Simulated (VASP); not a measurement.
# NaCl (P1) in VASP: a series of runs

The runs below take NaCl through single point, with PBE.

Program: VASP 6.6.1. These are calculated values, not measurements. Logs are shortened: lines on timing, memory, paths and dates and some standing lists are left out, and cuts for length are marked.

## Step 1: The cell of the first run

The typed cell holds 16 atoms: a = 7.927 Å, b = 7.927 Å, c = 7.927 Å, α = 60.00°, β = 60.00°, γ = 60.00°.

## Step 2: Single point, PBE

INCAR

```
SYSTEM = NaCl
PREC     = Accurate       ! precision mode
ENCUT    = 520            ! plane-wave cutoff, eV
EDIFF    = 1E-6           ! SCF threshold, eV
ISMEAR   = -1             ! smearing method
SIGMA    = 0.039          ! smearing width, eV
LREAL    = Auto         
LASPH    = .TRUE.         ! aspherical terms in the spheres
NELM     = 100            ! most SCF steps
ALGO     = Normal         ! electronic algorithm
ISIF     = 2              ! what is computed and relaxed
LWAVE    = .FALSE.        ! write WAVECAR
LCHARG   = .TRUE.         ! write CHGCAR
GGA      = PE             ! functional
LELF     = .TRUE.         ! ELF
LVHAR    = .TRUE.       
NBANDS   = 70             ! bands
```

KPOINTS

```
regular mesh
0
G
  2 2 2
  0 0 0
```

POSCAR

```
NaCl
1.0
    0.0000000000      5.6053976607      5.6053976607
    5.6053976607      0.0000000000      5.6053976607
    5.6053976607      5.6053976607      0.0000000000
Na Cl
8 8
Direct
   -0.0043746227     -0.0068006772      0.0139555665
   -0.0047431068      0.0043326097      0.5139560428
    0.0213140097      0.5046015771     -0.0156985294
   -0.0085561280      0.5088458790      0.4893229109
    0.5010538360      0.0107903138     -0.0223167039
    0.4991960730     -0.0248572017      0.5087711297
    0.5245024846      0.4864916220     -0.0148658499
    0.4951911832      0.5120925711      0.4918228227
    0.2529891875      0.2371410702      0.2692233614
    0.2355012222      0.2480359261      0.7616790562
    0.2544221813      0.7494423686      0.2453389720
    0.2450460401      0.7607528954      0.7479366771
    0.7277599640      0.2626769926      0.2557381450
    0.7541237493      0.2470894277      0.7528237523
    0.7526398224      0.7512954040      0.2412004610
    0.7622236206      0.7464864677      0.7487913890
```

Potentials or basis: VASP PAW PBE potentials, release 64 (Na_pv, Cl).

Started as:

```console
> cat potpaw_PBE.64/Na_pv/POTCAR potpaw_PBE.64/Cl/POTCAR > POTCAR
> mpirun -np 1 vasp_std > vasp.out
```

OUTCAR:

```text
SYSTEM = NaCl
   PREC = Accurate
   ENCUT = 520
   EDIFF = 1E-6
   ISMEAR = -1
   LREAL = Auto
   LASPH = .TRUE.
   NELM = 100
   ISIF = 2
   GGA = PE

 ion  position               nearest neighbor table
   1  0.996  0.993  0.014-  15 2.72
   2  0.995  0.004  0.514-  14 2.70  12 2.71
   3  0.021  0.505  0.984-  12 2.69  10 2.70
   4  0.991  0.509  0.489-  15 2.73
   5  0.501  0.011  0.978-  10 2.71
   6  0.499  0.975  0.509-  12 2.63   9 2.73
   7  0.525  0.486  0.985-  14 2.64  13 2.67
   8  0.495  0.512  0.492-  13 2.72
   9  0.253  0.237  0.269-   6 2.73
  10  0.236  0.248  0.762-   3 2.70   5 2.71
  11  0.254  0.749  0.245-
  12  0.245  0.761  0.748-   6 2.63   3 2.69   2 2.71
  13  0.728  0.263  0.256-   7 2.67   8 2.72
  14  0.754  0.247  0.753-   7 2.64   2 2.70
  15  0.753  0.751  0.241-   1 2.72   4 2.73
  16  0.762  0.746  0.749-

  LATTYP: Found a face centered cubic cell.
 ALAT       =    11.2107953214

  Lattice vectors:

 A1 = (   0.0000000000,   5.6053976607,   5.6053976607)
 A2 = (   5.6053976607,   0.0000000000,   5.6053976607)
 A3 = (   5.6053976607,   5.6053976607,   0.0000000000)

Analysis of symmetry for initial positions (statically):
=====================================================================
 Subroutine PRICEL returns:
 Original cell was already a primitive cell.

 Routine SETGRP: Setting up the symmetry group for a
 face centered cubic supercell.

 Subroutine GETGRP returns: Found  1 space group operations
 (whereof  1 operations were pure point group operations)
 out of a pool of 48 trial point group operations.

The static configuration has the point symmetry C_1 .

Analysis of symmetry for dynamics (positions and initial velocities):
=====================================================================
 Subroutine PRICEL returns:
 Original cell was already a primitive cell.

 Routine SETGRP: Setting up the symmetry group for a
 face centered cubic supercell.

 Subroutine GETGRP returns: Found  1 space group operations
 (whereof  1 operations were pure point group operations)
 out of a pool of 48 trial point group operations.

The dynamic configuration has the point symmetry C_1 .

 Subroutine INISYM returns: Found  1 space group operations
 (whereof  1 operations are pure point group operations),
 and found     1 'primitive' translations

----------------------------------------------------------------------------------------

                                     Primitive cell

  volume of cell :     352.2486

  direct lattice vectors                    reciprocal lattice vectors
     0.000000000  5.605397661  5.605397661    -0.089199738  0.089199738  0.089199738
     5.605397661  0.000000000  5.605397661     0.089199738 -0.089199738  0.089199738
     5.605397661  5.605397661  0.000000000     0.089199738  0.089199738 -0.089199738

  length of vectors
     7.927229394  7.927229394  7.927229394     0.154498477  0.154498477  0.154498477

  position of ions in fractional coordinates (direct lattice)
     0.995625377  0.993199323  0.013955567
     0.995256893  0.004332610  0.513956043
     0.021314010  0.504601577  0.984301471
     0.991443872  0.508845879  0.489322911
     0.501053836  0.010790314  0.977683296
     0.499196073  0.975142798  0.508771130
[... 8 lines left out ...]
     0.752639822  0.751295404  0.241200461
     0.762223621  0.746486468  0.748791389

  ion indices of the primitive-cell ions
   primitive index   ion index
                 1           1
                 2           2
                 3           3
                 4           4
                 5           5
                 6           6
[... 8 lines left out ...]
                15          15
                16          16

----------------------------------------------------------------------------------------

 KPOINTS: regular mesh

Automatic generation of k-mesh.
 Grid dimensions read from file:
 generate k-points for:    2    2    2

 Generating k-lattice:

  Cartesian coordinates                     Fractional coordinates (reciprocal lattice)
    -0.044599869  0.044599869  0.044599869     0.500000000  0.000000000  0.000000000
     0.044599869 -0.044599869  0.044599869     0.000000000  0.500000000  0.000000000
     0.044599869  0.044599869 -0.044599869     0.000000000  0.000000000  0.500000000

  Length of vectors
     0.077249239  0.077249239  0.077249239

  Shift w.r.t. Gamma in fractional coordinates (k-lattice)
     0.000000000  0.000000000  0.000000000

 Subroutine IBZKPT returns following result:
 ===========================================

 Found      8 irreducible k-points:

 Following reciprocal coordinates:
            Coordinates               Weight
  0.000000  0.000000  0.000000      1.000000
  0.500000  0.000000  0.000000      1.000000
  0.000000  0.500000  0.000000      1.000000
  0.000000  0.000000  0.500000      1.000000
  0.500000  0.500000  0.500000      1.000000
  0.500000  0.500000  0.000000      1.000000
  0.000000  0.500000  0.500000      1.000000
  0.500000  0.000000  0.500000      1.000000
   k-points           NKPTS =      8   k-points in BZ     NKDIM =      8   number of bands    NBANDS=     70
   number of dos      NEDOS =    301   number of ions     NIONS =     16
   total plane-waves  NPLWV = 216000
   dimension x,y,z NGX =    60 NGY =   60 NGZ =   60
   dimension x,y,z NGXF=   120 NGYF=  120 NGZF=  120
   ions per type =               8   8
   NGX,Y,Z   is equivalent  to a cutoff of  12.58, 12.58, 12.58 a.u.
   NGXF,Y,Z  is equivalent  to a cutoff of  25.17, 25.17, 25.17 a.u.
 SYSTEM =  NaCl
   PREC   = accura    normal or accurate (medium, high low for compatibility)
   ISTART =      0    job   : 0-new  1-cont  2-samecut
   ICHARG =      2    charge: 1-file 2-atom 10-const
   ISPIN  =      1    spin polarized calculation?
   LNONCOLLINEAR =      F non collinear calculations
   LSORBIT =      F    spin-orbit coupling
   LASPH  =      T    aspherical Exc in radial PAW
   ENCUT  =  520.0 eV  38.22 Ry    6.18 a.u.  14.74 14.74 14.74*2*pi/ulx,y,z
   NELM   =    100;   NELMIN=  2; NELMDL= -5     # of ELM steps
   EDIFF  = 0.1E-05   stopping-criterion for ELM
   LREAL  =      T    real-space projection
   EDIFFG = 0.1E-04   stopping-criterion for IOM
   NSW    =      0    number of steps for IOM
   IBRION =     -1    ionic relax: 0-MD 1-quasi-New 2-CG
   NFREE  =      0    steps in history (QN), initial steepest desc. (CG)
   ISIF   =      2    stress and relaxation
   ISYM   =      2    0-nonsym 1-usesym 2-fastsym
   POTIM  = 0.5000    time-step for ionic-motion
   TEBEG  =    0.0;   TEEND  =   0.0 temperature during run
   PSTRESS=    0.0 pullay stress
   NELECT =     112.0000    total number of electrons
   NUPDOWN=      -1.0000    fix difference up-down
   EMIN   =  10.00;   EMAX   =-10.00  energy-range for DOS
   EFERMI =   0.00;   METHOD = LEGACY
   ISMEAR =    -1;   SIGMA  =   0.04  broadening in eV -4-tet -1-fermi 0-gaus
   EFERMI_NEDOS =   21; number of points for ismear=-14 and -15
   IALGO  =     38    algorithm
   IMIX   =      4    mixing-type and parameters
     AMIX     =   0.40;   BMIX     =  1.00
     AMIX_MAG =   1.60;   BMIX_MAG =  1.00
  volume/ion in A,a.u.               =      22.02       148.57
  Fermi-wavevector in a.u.,A,eV,Ry     =   1.117372  2.111527 16.987145  1.248520
  Thomas-Fermi vector in A             =   2.253994
   LORBIT       =      0    0 simple, 1 ext, 2 COOP (PROOUT), +10 PAW based schemes
   GGA     = PE    functional components
   LHFCALC =     F    Hartree Fock is set to
   AEXX    =    0.0000 exact exchange contribution
   IVDW    =     0    specifies the selected vdW correction
   LEPSILON=     F    determine dielectric tensor
   LRPA    =     F    only Hartree local field effects (RPA)
 non-spin polarized calculation
  energy-cutoff  :      520.00
  volume of cell :      352.25
 maximum number of plane-waves:      9528
 NGX is ok and might be reduce to    60
   NGX = 29   NGY = 29   NGZ = 29

 number of electron     111.9999999 magnetization

 Free energy of the ion-electron system (eV)
  ---------------------------------------------------
  ext. energy  EPLUGINS =         0.00000000
  ---------------------------------------------------
  free energy    TOTEN  =       -53.89692218 eV

  energy without entropy =      -53.89692218  energy(sigma->0) =      -53.89692218

 E-fermi :   0.4076     XC(G=0):  -8.2397

 val. band max:       -0.5194307423   @ k =   0.0000   0.0000   0.0000
 cond. band min:       4.5380118163   @ k =   0.0000   0.0000   0.0000
 fundamental gap:      5.0574425586
 Fermi energy:         0.4075908099

 k-point     1 :       0.0000    0.0000    0.0000
  band No.  band energies     occupation
      1     -21.4821      2.00000
      2     -21.4790      2.00000
      3     -21.4774      2.00000
      4     -21.4607      2.00000
      5     -21.4559      2.00000
      6     -21.4524      2.00000
[... 60 lines left out ...]
     67       7.5038      0.00000
     68       9.9209      0.00000

 k-point     2 :       0.5000    0.0000    0.0000
  band No.  band energies     occupation
      1     -21.4800      2.00000
      2     -21.4776      2.00000
      3     -21.4750      2.00000
      4     -21.4569      2.00000
      5     -21.4553      2.00000
      6     -21.4519      2.00000
[... 60 lines left out ...]
     67       8.6477      0.00000
     68       8.7012      0.00000

 k-point     3 :       0.0000    0.5000    0.0000
  band No.  band energies     occupation
      1     -21.4806      2.00000
      2     -21.4775      2.00000
      3     -21.4756      2.00000
      4     -21.4572      2.00000
      5     -21.4539      2.00000
      6     -21.4503      2.00000
[... 344 lines left out ...]
     67       8.8242      0.00000
     68       8.9479      0.00000

 k-point     8 :       0.5000    0.0000    0.5000
  band No.  band energies     occupation
      1     -21.4802      2.00000
      2     -21.4761      2.00000
      3     -21.4754      2.00000
      4     -21.4548      2.00000
      5     -21.4536      2.00000
      6     -21.4506      2.00000
[... 60 lines left out ...]
     67       8.8324      0.00000
     68       8.8612      0.00000
 [bands above 68 left out]

------------------------ aborting loop because EDIFF is reached ----------------------------------------

  FORCE on cell =-STRESS in cart. coord.  units (eV):
  Direction    XX          YY          ZZ          XY          YZ          ZX
  --------------------------------------------------------------------------------------
  -------------------------------------------------------------------------------------
  Total        3.3840320      3.3526613      3.4951330     -0.0525067      0.0120015      0.0580565
  in kB       15.3920250     15.2493378     15.8973599     -0.2388230      0.0545878      0.2640659
  external PRESSURE =      15.5129076 kB  Pullay stress =       0.0000000 kB

 VOLUME and BASIS-vectors are now :
 -----------------------------------------------------------------------------
  energy-cutoff  :      520.00
  volume of cell :      352.25
      direct lattice vectors                 reciprocal lattice vectors
     0.000000000  5.605397661  5.605397661    -0.089199738  0.089199738  0.089199738
     5.605397661  0.000000000  5.605397661     0.089199738 -0.089199738  0.089199738
     5.605397661  5.605397661  0.000000000     0.089199738  0.089199738 -0.089199738

 POSITION                                       TOTAL-FORCE (eV/Angst)
 -----------------------------------------------------------------------------------
      5.64550      5.65910     11.14815         0.107335     -0.016838      0.126101
      2.90521      8.45974      5.60310        -0.242049     -0.242692      0.057406
      8.34589      5.63687      2.94797         0.117246      0.076999     -0.324525
      5.59513      8.30029      8.40972        -0.054815      0.233617      0.088097
      5.54079      8.28891      2.86909         0.121713      0.166911     -0.180754
      8.31793      5.65006      8.26426         0.188148     -0.021849      0.396640
[... 8 lines left out ...]
      5.56333      5.57087      8.43015        -0.000375     -0.006398     -0.077908
      8.38163      8.46984      8.45692        -0.023356     -0.173957     -0.056706
 -----------------------------------------------------------------------------------
    total drift:                               -0.001744      0.001760     -0.000931

  FREE ENERGIE OF THE ION-ELECTRON SYSTEM (eV)
  ---------------------------------------------------
  free  energy   TOTEN  =       -53.8969221794 eV

  energy  without entropy=      -53.8969221794  energy(sigma->0) =      -53.89692218
```

Wall time 3.9 min (1 thread of Intel Xeon Platinum 8375C at 2.90GHz (Ice Lake), shared host); peak memory 0.51 GiB.

What came out:

```
Free energy            : -53.8969 eV
Pressure               : 1.6 GPa
Largest force          : 0.440 eV/Å
Band gap on the k mesh : 5.06 eV
```

Forces on the atoms (eV/Å):
```
Na   0.107 -0.017  0.126
Na  -0.242 -0.243  0.057
Na   0.117  0.077 -0.325
Na  -0.055  0.234  0.088
Na   0.122  0.167 -0.181
Na   0.188 -0.022  0.397
Na   0.380 -0.069 -0.118
Na  -0.056  0.022 -0.120
Cl  -0.142 -0.328  0.150
Cl  -0.119 -0.027  0.186
Cl   0.064 -0.067 -0.017
Cl  -0.146  0.275 -0.149
Cl  -0.186  0.363  0.043
Cl  -0.009 -0.185 -0.003
Cl   0.000 -0.006 -0.078
Cl  -0.023 -0.174 -0.057
```

Levels at points of the mesh, in eV from the valence-band top:
```csv
k point,band 54,band 55,band 56,band 57,band 58,band 59
"(0.00, 0.00, 0.00)",-0.06,-0.02,0.00,5.06,7.13,7.15
"(0.50, 0.00, 0.00)",-0.21,-0.16,-0.12,6.50,6.56,7.99
"(0.00, 0.50, 0.00)",-0.25,-0.14,-0.07,6.49,6.57,7.98
"(0.00, 0.00, 0.50)",-0.30,-0.09,-0.08,6.46,6.60,7.92
"(0.50, 0.50, 0.50)",-0.29,-0.11,-0.08,6.46,6.59,7.91
"(0.50, 0.50, 0.00)",-0.32,-0.26,-0.17,7.01,7.04,7.88
"(0.00, 0.50, 0.50)",-0.29,-0.26,-0.16,6.98,7.07,7.92
"(0.50, 0.00, 0.50)",-0.31,-0.19,-0.18,6.97,7.12,8.01
```

Caveat: the k points lie up to 0.49 Å⁻¹ apart.

## Step 3: Single point, PBE

INCAR

```
PREC     = Accurate       # precision mode
ENCUT    = 520            # plane-wave cutoff, eV
EDIFF    = 1E-6           # SCF threshold, eV
ISMEAR   = -1             # smearing method
SIGMA    = 0.039          # smearing width, eV
LREAL    = Auto         
LASPH    = True           # aspherical terms in the spheres
NELM     = 80             # most SCF steps
ALGO     = Normal         # electronic algorithm
ISIF     = 2              # what is computed and relaxed
LWAVE    = False          # write WAVECAR
LCHARG   = False          # write CHGCAR
GGA      = PE             # functional
NBANDS   = 70             # bands
```

KPOINTS

```
regular mesh
0
Gamma
  2 2 2
```

POSCAR

```
NaCl
1.0
    0.0000000000      5.6053976607      5.6053976607
    5.6053976607      0.0000000000      5.6053976607
    5.6053976607      5.6053976607      0.0000000000
Na Cl
8 8
Direct
   -0.0065527911     -0.0090300462      0.0207733701
   -0.0068484882      0.0067728469      0.5183923917
    0.0302680577      0.5055453103     -0.0211156295
   -0.0110685278      0.5123309128      0.4844046158
    0.5009307403      0.0151405850     -0.0312786016
    0.4996167390     -0.0344531310      0.5121096974
    0.5341180379      0.4812388279     -0.0202756355
    0.4925935977      0.5171945285      0.4881279020
    0.2543799898      0.2317284301      0.2769535890
    0.2291049766      0.2473423982      0.7665139496
    0.2561832517      0.7495116768      0.2430537640
    0.2434106521      0.7644107982      0.7477275929
    0.7184412675      0.2674985952      0.2590005362
    0.7556197181      0.2461762900      0.7536642814
    0.7537128953      0.7517267739      0.2370161013
    0.7677091369      0.7450163669      0.7477574748
```

Potentials or basis: VASP PAW PBE potentials, release 64 (Na_pv, Cl).

Started as:

```console
> cat potpaw_PBE.64/Na_pv/POTCAR potpaw_PBE.64/Cl/POTCAR > POTCAR
> mpirun -np 1 vasp_std > vasp.out
```

Run time: 4 min. Hardware: 1 thread of Intel Xeon Platinum 8375C at 2.90GHz (Ice Lake), shared host; peak memory 0.51 GiB.

It converged, with:

```
Free energy            : -53.6767 eV
Pressure               : 1.8 GPa
Largest force          : 0.614 eV/Å
Band gap on the k mesh : 4.98 eV
```

Forces on the atoms (eV/Å):
```
Na   0.124 -0.047  0.178
Na  -0.327 -0.303  0.072
Na   0.179  0.089 -0.426
Na  -0.072  0.318  0.106
Na   0.147  0.242 -0.236
Na   0.231 -0.021  0.569
Na   0.543 -0.111 -0.137
Na  -0.051  0.043 -0.144
Cl  -0.186 -0.452  0.205
Cl  -0.161 -0.042  0.241
Cl   0.089 -0.097 -0.027
Cl  -0.187  0.361 -0.229
Cl  -0.267  0.504  0.039
Cl  -0.038 -0.241 -0.006
Cl   0.008 -0.004 -0.115
Cl  -0.030 -0.239 -0.089
```

Stress tensor (GPa, compression positive):
```
 1.79 -0.04  0.05
-0.04  1.73  0.01
 0.05  0.01  1.87
```

Levels at points of the mesh, in eV from the valence-band top:
| k point | band 53 | band 54 | band 55 | band 56 | band 57 | band 58 | band 59 | band 60 |
| --- | --- | --- | --- | --- | --- | --- | --- | --- |
| (0.00, 0.00, 0.00) | -0.31 | -0.09 | -0.03 | 0.00 | 4.98 | 7.02 | 7.05 | 7.13 |
| (0.50, 0.00, 0.00) | -0.30 | -0.24 | -0.18 | -0.12 | 6.40 | 6.49 | 7.87 | 7.94 |
| (0.00, 0.50, 0.00) | -0.35 | -0.29 | -0.16 | -0.06 | 6.38 | 6.49 | 7.85 | 7.89 |
| (0.00, 0.00, 0.50) | -0.38 | -0.36 | -0.09 | -0.07 | 6.35 | 6.53 | 7.77 | 7.86 |
| (0.50, 0.50, 0.50) | -0.37 | -0.33 | -0.13 | -0.08 | 6.35 | 6.53 | 7.76 | 7.85 |
| (0.50, 0.50, 0.00) | -0.43 | -0.35 | -0.27 | -0.16 | 6.90 | 6.94 | 7.69 | 7.95 |
| (0.00, 0.50, 0.50) | -0.43 | -0.30 | -0.27 | -0.13 | 6.86 | 6.99 | 7.74 | 7.84 |
| (0.50, 0.00, 0.50) | -0.37 | -0.33 | -0.18 | -0.17 | 6.85 | 7.07 | 7.85 | 7.95 |

Caveat: the k points lie up to 0.49 Å⁻¹ apart.
